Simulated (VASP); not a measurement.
# SnSe2: relaxation of cell and atoms with PBEsol

SnSe2:

```
Sn Se
1.0
     3.68377    0.00000    0.00000
    -1.84189    3.19024    0.00000
     0.00000    0.00000    5.57311
Sn Se
1 2
Cartesian
  0.0000 0.0000 0.0000
  1.8419 1.0634 4.0292
  0.0000 2.1268 1.5439
```

```
Program                : VASP 6.6.1
Task                   : relaxation of cell and atoms
Functional             : PBEsol
Potentials or basis    : VASP PAW PBE potentials, release 64 (Sn_d, Se)
Cutoff                 : 600 eV
k mesh                 : 12 × 12 × 6
Occupations            : gaussian, width 0.01 eV
Spin                   : no spin polarisation
Target pressure        : 8 GPa
Dipole correction      : no
Further INCAR settings : ALGO = Normal; EDIFF = 1e-06; IBRION = 2; EDIFFG = -0.008; NSW = 70; ISIF = 3
```

```
Relaxed volume                                         : 21.84 Å³/atom
Relaxed cell                                           : a = 3.746 Å, b = 3.746 Å, c = 5.393 Å, α = 90.00°, β = 90.00°, γ = 120.00°
Space group after relaxing (to 0.05 Å)                 : P-3m1 (No. 164)
Energy change on relaxing (the enthalpy is what falls) : -20.9 meV/atom
Ionic steps                                            : 23
Pressure after relaxing                                : 8.0 GPa
Band gap on the k mesh                                 : zero (band 13 reaches 6.77 eV, above the bottom of band 14 at 6.08 eV)
```

Stress tensor (GPa, compression positive):
```
7.95 0.00 0.00
0.00 7.95 0.00
0.00 0.00 8.03
```

Step by step:
```csv
step,energy change (eV),largest force (eV/Å),pressure (GPa),volume (Å³)
1,0.0000,0.7101,11.41,65.50
2,-0.2115,0.2106,3.11,70.00
3,-0.1309,0.2619,7.28,67.49
4,-0.1289,0.2703,7.41,67.45
5,-0.1140,0.2040,7.60,66.98
6,-0.0722,0.0340,8.18,65.96
7,-0.0608,0.0334,8.31,65.72
8,-0.0381,0.0082,8.62,65.25
9,-0.0521,0.0825,8.02,65.42
10,-0.0585,0.1459,7.64,65.53
11,-0.0456,0.0503,8.31,65.20
12,-0.0417,0.0269,8.52,65.12
13,-0.0644,0.0223,7.85,65.56
14,-0.0594,0.0237,8.02,65.46
15,-0.0600,0.0236,7.97,65.47
16,-0.0597,0.0107,8.03,65.47
17,-0.0595,0.0028,8.06,65.46
18,-0.0627,0.0004,7.97,65.53
19,-0.0625,0.0003,7.96,65.52
20,-0.0619,0.0004,8.00,65.51
21,-0.0622,0.0009,8.02,65.52
22,-0.0624,0.0006,7.99,65.52
23,-0.0626,0.0018,7.98,65.53
```

Final structure:
```yaml
crystal:
  lattice:
    - [3.74574, 0.00000, 0.00000]
    - [-1.87287, 3.24390, 0.00000]
    - [0.00000, 0.00000, 5.39265]
  atoms:
    - { symbol: Sn, position: [0.00000, 0.00000, 0.00000] }
    - { symbol: Se, position: [0.66667, 0.33333, 0.70582] }
    - { symbol: Se, position: [0.33333, 0.66667, 0.29418] }
```

Levels at points of the mesh, in eV from the Fermi level:
```csv
k point,band 11,band 12,band 13,band 14,band 15,band 16
"(0.00, 0.00, 0.00)",-1.12,-1.12,-0.14,0.55,2.73,4.41
"(0.50, 0.00, 0.00)",-3.65,-3.14,-0.47,1.40,3.06,3.70
"(0.00, 0.00, 0.50)",-1.64,-0.58,-0.58,2.41,2.86,3.44
"(0.50, 0.00, 0.50)",-2.35,-2.16,-1.94,0.85,3.29,4.25
```

Wall time 21 min on 1 thread of Intel(R) Xeon(R) Platinum 8488C (Sapphire Rapids) (shared host), peak memory 0.32 GiB.

Caveat: the cell is relaxed towards a set pressure, so the enthalpy falls and the energy may rise; the PAW data sets were made with another functional, which shifts forces and pressure a little; spin-orbit coupling is left out, which moves the levels of the heavy elements.
